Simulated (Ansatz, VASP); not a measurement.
# Two plane-wave programs on K

Contents of POSCAR:

```
K
1.0
   -2.7050812658      2.7050812658      2.7050812658
    2.7050812658     -2.7050812658      2.7050812658
    2.7050812658      2.7050812658     -2.7050812658
K
1
Direct
    0.0000000000      0.0000000000      0.0000000000
```

Contents of INCAR.step1:

```
  PREC = Accurate
  ENCUT = 520
  ISMEAR = -1
  SIGMA = 0.1
  LREAL = False
  LASPH = True
  NELM = 100
  NBANDS = 10
  GGA = PE
  ALGO = Normal
  EDIFF = 1E-4
  LWAVE = True
  LCHARG = False
```

File INCAR.step2:

```
  PREC = Accurate
  ENCUT = 520
  EDIFF = 1E-6
  ISMEAR = -1
  SIGMA = 0.1
  LREAL = False
  LASPH = True
  NELM = 100
  ALGO = Normal
  ISIF = 2
  LWAVE = False
  LCHARG = False
  METAGGA = R2SCAN
  LMIXTAU = True
  NBANDS = 10
  ISTART = 1
```

Contents of KPOINTS:

```
Automatic mesh
0
Gamma
  14 14 14
```

Input for Ansatz:

```yaml
crystal:
  lattice:
    - [-2.7050812658, 2.7050812658, 2.7050812658]
    - [2.7050812658, -2.7050812658, 2.7050812658]
    - [2.7050812658, 2.7050812658, -2.7050812658]
  atoms:
    - { symbol: K, position: [0.0, 0.0, 0.0] }
hamiltonian:
  xc: r2scan
  pseudopotentials:
    kind: paw
    azcp:
      K: "pseudopotentials/K.paw.azcp"
basis:
  ecutwfc: 500
  fft_grid_basis: typed
kpoints:
  mp_grid: { grid: [14, 14, 14], shift: [0, 0, 0] }
magnetization:
  spin_polarized: false
scf:
  occupations: { method: fermi_dirac, width: 0.1 }
output:
  stress: true
```

Alike in both runs: task single point; functional r2SCAN; k mesh 14 × 14 × 14; occupations fermi-dirac, width 0.1 eV; no spin polarisation.

|  | VASP | Ansatz |
| --- | --- | --- |
| version | VASP 6.6.1 | Ansatz 0.2.0 |
| potentials or method | VASP PAW PBE potentials, release 64 (K_sv), cutoff 520 eV | plane waves (500 eV) with PAW, scalar-relativistic |
| valence electrons in the cell | 9 | 9 |

```tsv
	VASP	Ansatz	Ansatz less VASP
pressure (GPa)	-0.1	-0.1	+0.03
```

VASP's potentials were made for PBE, not for r2SCAN.
